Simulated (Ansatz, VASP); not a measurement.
# Two plane-wave programs on B

File INCAR:

```
SYSTEM = B
PREC = Accurate
ENCUT = 600
EDIFF = 1E-7
ISMEAR = 0
SIGMA = 0.1
LREAL = .False.
LASPH = .True.
NELM = 80
ALGO = Normal
ISIF = 3
LWAVE = .False.
LCHARG = .False.
GGA = PE
IBRION = 2
NSW = 100
EDIFFG = -0.01
```

KPOINTS

```
regular mesh
0
Gamma
  36 36 10
  0 0 0
```

The input POSCAR:

```
B
1.0
    1.8468340681      0.0000000000      0.0000000000
   -0.9234170340      1.5994052195      0.0000000000
    0.0000000000      0.0000000000      5.4224150057
B
2
Direct
    0.0000000000      0.0000000000      0.3325752325
    0.0000000000      0.0000000000      0.6674247675
```

Input for Ansatz:

```yaml
crystal:
  lattice:
    - [1.8468340681, 0.0, 0.0]
    - [-0.923417034, 1.5994052195, 0.0]
    - [0.0, 0.0, 5.4224150057]
  atoms:
    - { symbol: B, position: [0.0, 0.0, 0.3325752325] }
    - { symbol: B, position: [0.0, 0.0, 0.6674247675] }
basis:
  ecutwfc: 420
kpoints:
  mp_grid: { grid: [36, 36, 10] }
hamiltonian:
  xc: pbe
scf:
  occupations: { method: gaussian, width: 0.1 }
output:
  forces: true
  stress: true
  eigenvalues: true
  write_density: true
  write_potential: true
  elf: true
  volumetric_format: npy
relax:
  adjacent_minimum: "off"
  f_tol: 0.01
  max_steps: 80
  cell: { stress_tol: 0.05 }
```

Alike in both runs: task relaxation of cell and atoms; functional PBE; k mesh 36 × 36 × 10; occupations gaussian, width 0.1 eV; no spin polarisation.

|  | VASP | Ansatz |
| --- | --- | --- |
| version | VASP 6.6.1 | Ansatz 0.2.0 |
| potentials or method | VASP PAW PBE potentials, release 64 (B), cutoff 600 eV | scalar-relativistic, plane waves, PAW |
| valence electrons in the cell | 6 | 6 |

```tsv
	VASP	Ansatz	Ansatz less VASP
gap on the k mesh at the Fermi level, each at its own relaxed structure (eV)	none	none	-
relaxed volume (Å³/atom)	8.18	8.29	+0.106
relaxed cell length with the largest relative difference (Å)	5.513	5.580	+0.0662
```

A gap of «none» marks a metal or a gap that the smearing closes.
